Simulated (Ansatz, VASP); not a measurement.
**KI: VASP beside Ansatz**

Contents of INCAR:

```
ALGO = Normal ; EDIFF = 1E-6
ENCUT = 520 ; GGA = PS
ISIF = 2 ; ISMEAR = 0
LASPH = True ; LCHARG = False
LREAL = False ; LWAVE = False
NBANDS = 15 ; NELM = 60
PREC = Accurate ; SIGMA = 0.05
```

File KPOINTS:

```
k-points
0
Gamma
  6 6 6
```

POSCAR

```
KI
1.0
    0.0000000000      3.3835680000      3.5245500000
    3.3835680000      0.0000000000      3.5245500000
    3.3835680000      3.3835680000      0.0000000000
K I
1 1
Direct
    0.0000000000      0.0000000000      0.0000000000
    0.5000000000      0.5000000000      0.5000000000
```

Input for Ansatz:

```yaml
crystal:
  lattice:
    - [0.0, 3.383568, 3.52455]
    - [3.383568, 0.0, 3.52455]
    - [3.383568, 3.383568, 0.0]
  atoms:
    - { symbol: K, position: [0.0, 0.0, 0.0] }
    - { symbol: I, position: [0.5, 0.5, 0.5] }
basis:
  ecutwfc: 420
kpoints:
  mp_grid: { grid: [6, 6, 6] }
hamiltonian:
  xc: pbesol
scf:
  occupations: { method: gaussian, width: 0.05 }
output:
  forces: true
  stress: true
  eigenvalues: true
```

Change from the starting cell: strain -0.040 along x and y, +0.000 along z, atoms carried along.

Alike in both runs: task single point; functional PBEsol; k mesh 6 × 6 × 6; occupations gaussian, width 0.05 eV; no spin polarisation.

|  | VASP | Ansatz |
| --- | --- | --- |
| version | VASP 6.6.1 | Ansatz 0.2.0 |
| potentials or method | VASP PAW PBE potentials, release 64 (K_sv, I), cutoff 520 eV | scalar-relativistic, plane waves, PAW |
| valence electrons in the cell | 16 | 26 |

Ansatz gave:

* gap on the k mesh at the Fermi level (eV): 4.00
* least direct gap on the mesh (eV): 4.00
* pressure (GPa): 1.0
* traceless stress, the component that is largest in VASP (GPa): -0.92

Q: Which values does VASP return?

A: gap on the k mesh at the Fermi level (eV): 4.00; least direct gap on the mesh (eV): 4.00; pressure (GPa): 1.0; traceless stress, the component that is largest in VASP (GPa): -0.94.

VASP's potentials were made for PBE, not for PBEsol. The functional is the same, so the differences come from potentials, cutoffs and numerics. VASP's potentials hold 16 valence electrons a cell and Ansatz's 26, so a difference there can come from the potentials and not from the codes.

Neither program's run includes spin-orbit coupling.
